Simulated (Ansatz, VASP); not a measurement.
Given: the input of a run of Ansatz 0.2.0 on TiAl.

Contents of input:

```
crystal:
  lattice:
    - [3.179064, 0.0, 0.0]
    - [0.0, 3.179064, 0.0]
    - [0.0, 0.0, 3.179064]
  atoms:
    - { symbol: Ti, position: [0.0, 0.0, 0.0] }
    - { symbol: Al, position: [0.5, 0.5, 0.5] }
hamiltonian:
  xc: { exchange: pbesol, correlation: pbesol, exx: { coeff: 0.25 } }
  pseudopotentials: { kind: paw }
kpoints:
  mp_grid: { grid: [4, 4, 4] }
scf:
  occupations: { method: fermi_dirac, width: 0.05 }
output:
  forces: true
  stress: true
  eigenvalues: true
```

Set up the same calculation for VASP 6.6.1. Potentials there: VASP PAW PBE potentials, release 64 (Ti_sv, Al).

As run (the cutoff follows the program's own potentials):

Contents of POSCAR:

```
TiAl
1.0
    3.1790640000      0.0000000000      0.0000000000
    0.0000000000      3.1790640000      0.0000000000
    0.0000000000      0.0000000000      3.1790640000
Ti Al
1 1
Direct
    0.0000000000      0.0000000000      0.0000000000
    0.5000000000      0.5000000000      0.5000000000
```

File INCAR.step1:

```
SYSTEM = TiAl
PREC = Accurate
ENCUT = 520
EDIFF = 1E-5
ISMEAR = -1
SIGMA = 0.05
LREAL = .False.
LASPH = .True.
NELM = 80
ALGO = Normal
ISIF = 2
LWAVE = .True.
NBANDS = 14
GGA = PE
```

File INCAR.step2:

```
SYSTEM = TiAl
PREC = Accurate
ENCUT = 520
EDIFF = 1E-7
ISMEAR = -1
SIGMA = 0.05
LREAL = .False.
LASPH = .True.
NELM = 80
ALGO = Normal
ISIF = 2
LWAVE = .False.
LCHARG = .True.
GGA = PS
LHFCALC = .True.
AEXX = 0.25
PRECFOCK = Normal
LELF = .True.
LVHAR = .True.
NBANDS = 14
ISTART = 1
```

Contents of KPOINTS:

```
Automatic mesh
0
Gamma
  4 4 4
  0 0 0
```

Potentials or basis: VASP PAW PBE potentials, release 64 (Ti_sv, Al).

Run with:

```console
$ cat potpaw_PBE.64/Ti_sv/POTCAR potpaw_PBE.64/Al/POTCAR > POTCAR
$ cp INCAR.step1 INCAR
$ mpirun -np 1 vasp_std > vasp.out
$ cp INCAR.step2 INCAR
$ mpirun -np 1 vasp_std > vasp.out
```

Both were run:

|  | VASP | Ansatz | Ansatz less VASP |
| --- | --- | --- | --- |
| gap on the k mesh at the Fermi level (eV) | none | none | - |
| pressure (GPa) | -3.5 | -3.2 | +0.28 |

VASP's potentials were made for PBE, not for PBEsol-based global hybrid. A gap of «none» marks a metal or a gap that the smearing closes. The functional is the same, so the differences come from potentials, cutoffs and numerics.

The k mesh is coarse, so the values compare programs but aren't converged.
